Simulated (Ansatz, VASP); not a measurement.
## Ti2O: VASP beside Ansatz

```xyz
3
Lattice="2.8939 0.0000 0.0000 -1.4469 2.5062 0.0000 0.0000 0.0000 4.6293" Properties=species:S:1:pos:R:3 pbc="T T T"
Ti    1.4469    0.8354    1.2263
Ti    0.0000    1.6708    3.4030
O     0.0000    0.0000    0.0000
```

Change from the starting cell: equal strain along all axes, cell held, atoms relaxed: -2.0 %.

Alike in both runs: functional PBEsol; k mesh 24 × 24 × 12; occupations gaussian, width 0.1 eV; no spin polarisation.

Ansatz relaxed the structure, and its values are those at the end. VASP's run is a single point on that final structure, the one shown.

|  | VASP | Ansatz |
| --- | --- | --- |
| version | VASP 6.6.1 | Ansatz 0.2.0 |
| potentials or method | VASP PAW PBE potentials, release 64 (Ti_sv, O), cutoff 520 eV | scalar-relativistic, plane waves, PAW |
| valence electrons in the cell | 30 | 30 |

```csv
,VASP,Ansatz,Ansatz less VASP
gap on the k mesh at the Fermi level (eV),none,none,-
pressure (GPa),14.0,13.6,-0.40
rms of the force components (eV/Å),0.028,0.000,-0.0282
```

VASP's potentials were made for PBE, not for PBEsol. A gap of «none» marks a metal or a gap that the smearing closes. Ansatz's warnings: stress scf threshold loose.
